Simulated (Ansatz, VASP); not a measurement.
**One calculation of GaN, two programs**

The input POSCAR:

```
GaN
1.0
    0.0000000000      2.2489525411      2.1589944395
    2.2489525411      0.0000000000      2.1589944395
    2.2489525411      2.2489525411      0.0000000000
Ga N
1 1
Direct
    0.0000000000      0.0000000000      0.0000000000
    0.2500000000      0.2500000000      0.2500000000
```

Contents of INCAR.step1:

```
SYSTEM = GaN
ALGO = Normal
EDIFF = 1E-4
ENCUT = 520
GGA = PE
GGA_COMPAT = .FALSE.
ISMEAR = 0
LASPH = .TRUE.
LCHARG = .FALSE.
LNONCOLLINEAR = .TRUE.
LREAL = .FALSE.
LSORBIT = .TRUE.
LWAVE = .TRUE.
MAGMOM = 0 0 0 0 0 0
NBANDS = 30
NELM = 150
PREC = Accurate
SIGMA = 0.01
```

INCAR.step2

```
SYSTEM = GaN
ALGO = Normal
EDIFF = 1E-6
ENCUT = 520
GGA_COMPAT = .FALSE.
ISIF = 2
ISMEAR = 0
ISTART = 1
LASPH = .TRUE.
LCHARG = .FALSE.
LMIXTAU = .TRUE.
LNONCOLLINEAR = .TRUE.
LORBIT = 11
LORBMOM = .TRUE.
LREAL = .FALSE.
LSORBIT = .TRUE.
LWAVE = .FALSE.
MAGMOM = 0 0 0 0 0 0
METAGGA = R2SCAN
NBANDS = 30
NELM = 150
PREC = Accurate
SIGMA = 0.01
```

Contents of KPOINTS:

```
k-points
0
G
  10 10 10
  0 0 0
```

Input for Ansatz:

```yaml
crystal:
  lattice:
    - [0.0, 2.2489525411, 2.1589944395]
    - [2.2489525411, 0.0, 2.1589944395]
    - [2.2489525411, 2.2489525411, 0.0]
  atoms:
    - { symbol: Ga, position: [0.0, 0.0, 0.0] }
    - { symbol: "N", position: [0.25, 0.25, 0.25] }
kpoints:
  mp_grid: { grid: [10, 10, 10] }
  band_path:
    path:
      - [0.0, 0.0, 0.0]
      - [-0.5, -0.5, 0.0]
      - [-0.375, -0.375, 0.25]
      - [-0.375, 0.0, 0.375]
      - [0.0, 0.0, 0.5]
      - [-0.5, -0.25, 0.25]
    npoints: 1
hamiltonian:
  xc: r2scan
scf:
  occupations: { method: fixed }
  n_extra_bands: 8
magnetization:
  noncollinear: true
  spin_orbit: true
output:
  forces: true
  stress: true
  eigenvalues: true
```

Change from the starting cell: uniaxial_z strain -4.0%.

Alike in both runs: task single point; functional r2SCAN; k mesh 10 × 10 × 10; non-collinear spin, spin-orbit coupling.

```csv
,VASP,Ansatz
version,VASP 6.6.1,Ansatz 0.2.0
potentials or method,"VASP PAW PBE potentials, release 64 (Ga_d, N)","plane waves, PAW"
plane-wave cutoff (eV),520,500
occupations,"gaussian, width 0.01 eV",fixed
valence electrons in the cell,18,18
```

VASP gave:

```
pressure (GPa)                                                : 9.8
traceless stress, the component that is largest in VASP (GPa) : 3.04
```

Question: What did Ansatz give for the same quantities?

Answer: Pressure (GPa): 8.6; traceless stress, the component that is largest in VASP (GPa): 3.11.

VASP's potentials were made for PBE, not for r2SCAN.
